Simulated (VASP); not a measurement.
Set up this calculation in VASP 6.6.1, as the native input.

| Quantity | Value |
| --- | --- |
| Task | single point |
| Functional | LDA |
| Potentials or basis | VASP PAW LDA potentials, release 64 (Ca_sv, F) |
| Cutoff | 520 eV |
| k mesh | 8 × 8 × 8 |
| Occupations | gaussian, width 0.05 eV |
| Spin | no spin polarisation |
| Dipole correction | no |
| Further INCAR settings | ALGO = Normal; EDIFF = 1e-06; NBANDS = 19 |

The structure of CaF2 lies in POSCAR:

```
CaF2
1.0
    0.0000000000      2.7312500000      2.7312500000
    2.7312500000      0.0000000000      2.7312500000
    2.7312500000      2.7312500000      0.0000000000
Ca F
1 2
Direct
    0.0000000000      0.0000000000      0.0000000000
    0.2500000000      0.2500000000      0.2500000000
    0.7500000000      0.7500000000      0.7500000000
```

These files were run (other wordings do the same):

INCAR

```
PREC = Accurate
ENCUT = 520
EDIFF = 1E-6
ISMEAR = 0
SIGMA = 0.05
LREAL = False
LASPH = True
NELM = 60
ALGO = Normal
ISIF = 2
LWAVE = False
LCHARG = False
GGA = CA
NBANDS = 19
```

KPOINTS

```
regular mesh
0
Gamma
  8 8 8
```

Potentials or basis: VASP PAW LDA potentials, release 64 (Ca_sv, F).

Run with:

```sh
$ cat potpaw_LDA.64/Ca_sv/POTCAR potpaw_LDA.64/F/POTCAR > POTCAR
$ mpirun -np 1 vasp_std > vasp.out
```

It gave:

```json
{"Pressure": "-6.0 GPa", "Band gap on the k mesh": "6.90 eV, indirect (least direct gap 7.16 eV)"}
```

Run time: 44 s on 1 thread of Intel Xeon 8259CL, with other jobs on the host, peak memory 0.16 GiB.
